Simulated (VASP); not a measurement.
# Al in VASP: single point with LDA

Aim: the single point of Al with LDA.

Program: VASP 6.6.1. These are calculated values, not measurements. Logs are shortened: lines on timing, memory, paths and dates and some standing lists are left out, and cuts for length are marked.

## 1. The cell of the first run

The cell holds a slab with vacuum, 9 atoms: a = 4.889 Å, b = 4.889 Å, c = 21.300 Å, α = 90.00°, β = 90.00°, γ = 120.00°.

## 2. Single point, LDA

File INCAR:

```
ALGO     = Normal         # electronic algorithm
DIPOL    = 0.5 0.5 0.437
EDIFF    = 1E-6           # SCF threshold, eV
ENCUT    = 400            # plane-wave cutoff, eV
GGA_COMPAT= False        
IDIPOL   = 3            
ISIF     = 2              # what is computed and relaxed
ISMEAR   = 1              # smearing method
LASPH    = True           # aspherical terms in the spheres
LCHARG   = False          # write CHGCAR
LDIPOL   = True         
LREAL    = False          # projectors in reciprocal space
LWAVE    = False          # write WAVECAR
NBANDS   = 24             # bands
NELM     = 120            # most SCF steps
NELMDL   = -8           
PREC     = Accurate       # precision mode
SIGMA    = 0.1            # smearing width, eV
```

File KPOINTS:

```
k-points
0
Gamma
  9 9 1
```

File POSCAR:

```
Al
1.0
    4.8889137414      0.0000000000      0.0000000000
   -2.4444568707      4.2339234969      0.0000000000
    0.0000000000      0.0000000000     21.2998222893
Al
9
Direct
   -0.0000003333     -0.0000003333      0.3286412396
    0.3333333333      0.6666670000      0.3286412396
    0.6666670000      0.3333333333      0.3286412396
    0.3333333333      0.9995851862      0.4367931678
    0.6670814804      0.6670814804      0.4367931678
   -0.0004148138      0.3333333333      0.4367931678
    0.6666666667      1.0000000000      0.5452094641
    0.0000000000      0.6666666667      0.5452094641
    0.3333333333      0.3333333333      0.5449454742
```

Potentials or basis: VASP PAW LDA potentials, release 64 (Al).

On the command line:

```console
cat potpaw_LDA.64/Al/POTCAR > POTCAR
mpirun -np 1 vasp_std > vasp.out
```

OUTCAR:

```text
EDIFF = 1E-6
   ENCUT = 400
   ISIF = 2
   ISMEAR = 1
   LASPH = True
   LREAL = False
   NELM = 120
   NELMDL = -8
   PREC = Accurate

 ion  position               nearest neighbor table
   1  1.000  1.000  0.329-   5 2.82   6 2.82   4 2.82   3 2.82   2 2.82   3 2.82   2 2.82   2 2.82
                             3 2.82
   2  0.333  0.667  0.329-   4 2.82   6 2.82   5 2.82   3 2.82   1 2.82   3 2.82   1 2.82   1 2.82
                             3 2.82
   3  0.667  0.333  0.329-   6 2.82   4 2.82   5 2.82   2 2.82   1 2.82   2 2.82   1 2.82   1 2.82
                             2 2.82
   4  0.333  1.000  0.437-   2 2.82   6 2.82   6 2.82   5 2.82   5 2.82   1 2.82   3 2.82   9 2.82
                             8 2.83   7 2.83   5 2.83   6 2.83
   5  0.667  0.667  0.437-   1 2.82   6 2.82   6 2.82   4 2.82   4 2.82   3 2.82   2 2.82   9 2.82
                             7 2.83   8 2.83   4 2.83   6 2.83
   6  1.000  0.333  0.437-   3 2.82   5 2.82   4 2.82   5 2.82   4 2.82   1 2.82   2 2.82   9 2.82
                             7 2.83   8 2.83   4 2.83   5 2.83
   7  0.667  0.000  0.545-   8 2.82   8 2.82   8 2.82   9 2.82   9 2.82   9 2.82   6 2.83   5 2.83
                             4 2.83
   8  0.000  0.667  0.545-   7 2.82   7 2.82   7 2.82   9 2.82   9 2.82   9 2.82   4 2.83   5 2.83
                             6 2.83
   9  0.333  0.333  0.545-   8 2.82   7 2.82   7 2.82   8 2.82   8 2.82   7 2.82   4 2.82   5 2.82
                             6 2.82

  LATTYP: Found a hexagonal cell.
 ALAT       =     4.8889137414
 C/A-ratio  =     4.3567596845

  Lattice vectors:

 A1 = (   4.8889137414,   0.0000000000,   0.0000000000)
 A2 = (  -2.4444568707,   4.2339234969,   0.0000000000)
 A3 = (   0.0000000000,   0.0000000000,  21.2998222893)

Analysis of symmetry for initial positions (statically):
=====================================================================
 Subroutine PRICEL returns:
 Original cell was already a primitive cell.

 Routine SETGRP: Setting up the symmetry group for a
 hexagonal supercell.

 Subroutine GETGRP returns: Found  6 space group operations
 (whereof  2 operations were pure point group operations)
 out of a pool of 24 trial point group operations.

The static configuration has the point symmetry C_1h.
 The point group associated with its full space group is C_3v.

Analysis of symmetry for dynamics (positions and initial velocities):
=====================================================================
 Subroutine PRICEL returns:
 Original cell was already a primitive cell.

 Routine SETGRP: Setting up the symmetry group for a
 hexagonal supercell.

 Subroutine GETGRP returns: Found  6 space group operations
 (whereof  2 operations were pure point group operations)
 out of a pool of 24 trial point group operations.

The dynamic configuration has the point symmetry C_1h.
 The point group associated with its full space group is C_3v.

 Subroutine INISYM returns: Found  6 space group operations
 (whereof  2 operations are pure point group operations),
 and found     1 'primitive' translations

----------------------------------------------------------------------------------------

                                     Primitive cell

  volume of cell :     440.8911

  direct lattice vectors                    reciprocal lattice vectors
     4.888913741  0.000000000  0.000000000     0.204544415  0.118093773  0.000000000
    -2.444456871  4.233923497  0.000000000     0.000000000  0.236187546  0.000000000
     0.000000000  0.000000000 21.299822289     0.000000000  0.000000000  0.046948749

  length of vectors
     4.888913741  4.888913741 21.299822289     0.236187546  0.236187546  0.046948749

  position of ions in fractional coordinates (direct lattice)
     0.999999667  0.999999667  0.328641240
     0.333333333  0.666667000  0.328641240
     0.666667000  0.333333333  0.328641240
     0.333333333  0.999585186  0.436793168
     0.667081480  0.667081480  0.436793168
     0.999585186  0.333333333  0.436793168
     0.666666667  0.000000000  0.545209464
     0.000000000  0.666666667  0.545209464
     0.333333333  0.333333333  0.544945474

  ion indices of the primitive-cell ions
   primitive index   ion index
                 1           1
                 2           2
                 3           3
                 4           4
                 5           5
                 6           6
                 7           7
                 8           8
                 9           9

----------------------------------------------------------------------------------------

 KPOINTS: k-points

Automatic generation of k-mesh.
 Grid dimensions read from file:
 generate k-points for:    9    9    1

 Generating k-lattice:

  Cartesian coordinates                     Fractional coordinates (reciprocal lattice)
     0.022727157  0.013121530  0.000000000     0.111111111  0.000000000  0.000000000
     0.000000000  0.026243061  0.000000000     0.000000000  0.111111111  0.000000000
     0.000000000  0.000000000  0.046948749     0.000000000  0.000000000  1.000000000

  Length of vectors
     0.026243061  0.026243061  0.046948749

  Shift w.r.t. Gamma in fractional coordinates (k-lattice)
     0.000000000  0.000000000  0.000000000

 Subroutine IBZKPT returns following result:
 ===========================================

 Found     12 irreducible k-points:

 Following reciprocal coordinates:
            Coordinates               Weight
  0.000000  0.000000  0.000000      1.000000
  0.111111  0.000000  0.000000      6.000000
  0.222222  0.000000  0.000000      6.000000
  0.333333  0.000000  0.000000      6.000000
  0.444444  0.000000  0.000000      6.000000
  0.111111  0.111111  0.000000      6.000000
  0.222222  0.111111  0.000000     12.000000
  0.333333  0.111111  0.000000     12.000000
  0.444444  0.111111  0.000000      6.000000
  0.222222  0.222222  0.000000      6.000000
  0.333333  0.222222  0.000000     12.000000
  0.333333  0.333333  0.000000      2.000000
   k-points           NKPTS =     12   k-points in BZ     NKDIM =     12   number of bands    NBANDS=     24
   number of dos      NEDOS =    301   number of ions     NIONS =      9
   total plane-waves  NPLWV = 143360
   dimension x,y,z NGX =    32 NGY =   32 NGZ =  140
   dimension x,y,z NGXF=    64 NGYF=   64 NGZF=  280
   ions per type =               9
   NGX,Y,Z   is equivalent  to a cutoff of  10.88, 10.88, 10.93 a.u.
   NGXF,Y,Z  is equivalent  to a cutoff of  21.76, 21.76, 21.85 a.u.
 SYSTEM =  unknown system
   PREC   = accura    normal or accurate (medium, high low for compatibility)
   ISTART =      0    job   : 0-new  1-cont  2-samecut
   ICHARG =      2    charge: 1-file 2-atom 10-const
   ISPIN  =      1    spin polarized calculation?
   LNONCOLLINEAR =      F non collinear calculations
   LSORBIT =      F    spin-orbit coupling
   LASPH  =      T    aspherical Exc in radial PAW
   ENCUT  =  400.0 eV  29.40 Ry    5.42 a.u.   7.97  7.97 34.73*2*pi/ulx,y,z
   NELM   =    120;   NELMIN=  2; NELMDL= -8     # of ELM steps
   EDIFF  = 0.1E-05   stopping-criterion for ELM
   LREAL  =      F    real-space projection
   EDIFFG = 0.1E-04   stopping-criterion for IOM
   NSW    =      0    number of steps for IOM
   IBRION =     -1    ionic relax: 0-MD 1-quasi-New 2-CG
   NFREE  =      0    steps in history (QN), initial steepest desc. (CG)
   ISIF   =      2    stress and relaxation
   ISYM   =      2    0-nonsym 1-usesym 2-fastsym
   POTIM  = 0.5000    time-step for ionic-motion
   TEBEG  =    0.0;   TEEND  =   0.0 temperature during run
   PSTRESS=    0.0 pullay stress
   NELECT =      27.0000    total number of electrons
   NUPDOWN=      -1.0000    fix difference up-down
   EMIN   =  10.00;   EMAX   =-10.00  energy-range for DOS
   EFERMI =   0.00;   METHOD = LEGACY
   ISMEAR =     1;   SIGMA  =   0.10  broadening in eV -4-tet -1-fermi 0-gaus
   EFERMI_NEDOS =   21; number of points for ismear=-14 and -15
   IALGO  =     38    algorithm
   IMIX   =      4    mixing-type and parameters
     AMIX     =   0.40;   BMIX     =  1.00
     AMIX_MAG =   1.60;   BMIX_MAG =  1.00
  volume/ion in A,a.u.               =      48.99       330.59
  Fermi-wavevector in a.u.,A,eV,Ry     =   0.645286  1.219414  5.665386  0.416394
  Thomas-Fermi vector in A             =   1.712892
   LORBIT       =      0    0 simple, 1 ext, 2 COOP (PROOUT), +10 PAW based schemes
   GGA     = CA    functional components
   LHFCALC =     F    Hartree Fock is set to
   AEXX    =    0.0000 exact exchange contribution
   IVDW    =     0    specifies the selected vdW correction
   LEPSILON=     F    determine dielectric tensor
   LRPA    =     F    only Hartree local field effects (RPA)
 non-spin polarized calculation
 Methfessel and Paxton  Order N= 1 SIGMA  =   0.10
  energy-cutoff  :      400.00
  volume of cell :      440.89
 maximum number of plane-waves:      8046
 NGX is ok and might be reduce to    32
   NGX = 15   NGY = 15   NGZ = 69

 dipolmoment           0.000000      0.000000      0.000143 electrons x Angstroem

 number of electron      27.0000000 magnetization

 dipolmoment           0.000000      0.000000     -0.000185 electrons x Angstroem

 Free energy of the ion-electron system (eV)
  ---------------------------------------------------
  ext. energy  EPLUGINS =         0.00000000
  ---------------------------------------------------
  free energy    TOTEN  =       -35.17973209 eV

  energy without entropy =      -35.17552583  energy(sigma->0) =      -35.17833000

 E-fermi :   0.0265     XC(G=0):  -4.2767

 val. band max:        0.0257200957   @ k =   0.3333   0.0000   0.0000
 cond. band min:       0.0568821567   @ k =   0.2222   0.2222   0.0000
 fundamental gap:      0.0311620610
 Fermi energy:         0.0264769440

 k-point     1 :       0.0000    0.0000    0.0000
  band No.  band energies     occupation
      1     -10.7691      2.00000
      2      -9.0491      2.00000
      3      -6.3610      2.00000
      4      -3.2141      2.00000
      5      -2.8578      2.00000
      6      -2.8544      2.00000
[... 313 lines left out ...]
     23       4.0007      0.00000
     24       4.0029      0.00000

------------------------ aborting loop because EDIFF is reached ----------------------------------------

 vacuum level on the upper side and lower side of the slab       (xc-potential included)        -0.089        -0.091

  FORCE on cell =-STRESS in cart. coord.  units (eV):
  Direction    XX          YY          ZZ          XY          YZ          ZX
  --------------------------------------------------------------------------------------
  -------------------------------------------------------------------------------------
  Total       -3.5032416     -3.5032416     -0.2950687      0.0000000      0.0000000      0.0000000
  in kB      -12.7306129    -12.7306129     -1.0722654      0.0000000      0.0000000      0.0000000
  external PRESSURE =      -8.8444971 kB  Pullay stress =       0.0000000 kB

 VOLUME and BASIS-vectors are now :
 -----------------------------------------------------------------------------
  energy-cutoff  :      400.00
  volume of cell :      440.89
      direct lattice vectors                 reciprocal lattice vectors
     4.888913741  0.000000000  0.000000000     0.204544415  0.118093773  0.000000000
    -2.444456871  4.233923497  0.000000000     0.000000000  0.236187546  0.000000000
     0.000000000  0.000000000 21.299822289     0.000000000  0.000000000  0.046948749

 POSITION                                       TOTAL-FORCE (eV/Angst)
 -----------------------------------------------------------------------------------
      2.44446      4.23392      7.00000         0.000796      0.001379      0.014823
     -0.00000      2.82262      7.00000         0.000796     -0.001379      0.014823
      2.44446      1.41131      7.00000        -0.001592     -0.000000      0.014823
     -0.81380      4.23217      9.30362        -0.004874      0.008442      0.011028
      1.63065      2.82437      9.30362        -0.004874     -0.008442      0.011028
      4.07207      1.41131      9.30362         0.009748      0.000000      0.011028
      3.25928      0.00000     11.61286        -0.000000     -0.000000     -0.030075
     -1.62964      2.82262     11.61286        -0.000000      0.000000     -0.030075
      0.81482      1.41131     11.60724        -0.000000      0.000000     -0.017403
 -----------------------------------------------------------------------------------
    total drift:                               -0.000003     -0.000006     -0.000022

  FREE ENERGIE OF THE ION-ELECTRON SYSTEM (eV)
  ---------------------------------------------------
  free  energy   TOTEN  =       -35.1797320897 eV

  energy  without entropy=      -35.1755258305  energy(sigma->0) =      -35.17833000

 vacuum level on the upper side and lower side of the slab         3.965         3.963
```

It took 92 s on 1 thread of Intel Xeon 6975P-C (Granite Rapids), shared host; peak memory 0.29 GiB.

Results:

```yaml
Free_energy: -35.1797 eV
Largest_force: 0.030 eV/Å
```

Forces on the atoms (eV/Å):
```
Al   0.001  0.001  0.015
Al   0.001 -0.001  0.015
Al  -0.002  0.000  0.015
Al  -0.005  0.008  0.011
Al  -0.005 -0.008  0.011
Al   0.010  0.000  0.011
Al   0.000  0.000 -0.030
Al   0.000  0.000 -0.030
Al   0.000  0.000 -0.017
```
